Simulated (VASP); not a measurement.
A run of VASP 6.6.1 is set up as follows.

INCAR

```
ALGO = Normal
EDIFF = 1E-6
ENCUT = 520
GGA = PS
GGA_COMPAT = False
ISIF = 2
ISMEAR = 0
LASPH = True
LCHARG = True
LNONCOLLINEAR = True
LORBIT = 11
LORBMOM = True
LREAL = False
LSORBIT = True
LVHAR = True
LWAVE = False
MAGMOM = 0 0 0 0 0 0
NBANDS = 28
NELM = 150
PREC = Accurate
SIGMA = 0.01
```

KPOINTS

```
k-points
0
Gamma
  6 6 6
```

File POSCAR:

```
KBr
1.0
    3.5241931964      3.5241931964      0.0000000000
   -3.5241931964      3.5241931964      0.0000000000
    0.0000000000      3.5241931964      3.5241931964
K Br
1 1
Direct
    0.0000000000      0.0000000000      0.0000000000
    0.5000000000      0.5000000000      0.0000000000
```

Potentials or basis: VASP PAW PBE potentials, release 64 (K_sv, Br).

Run with:

```console
$ cat potpaw_PBE.64/K_sv/POTCAR potpaw_PBE.64/Br/POTCAR > POTCAR
$ mpirun -np 1 vasp_ncl > vasp.out
```

**Question.** Predict the pressure.

**Answer.** -2.0 GPa.

**Question.** Predict the net moment.

**Answer.** 0.00 μB per cell.

Moments on the atoms (μB; x, y, z):
```
K   0.00 0.00 0.00
Br  0.00 0.00 0.00
```

Caveat: the PAW data sets were made with another functional, which shifts forces and pressure a little.
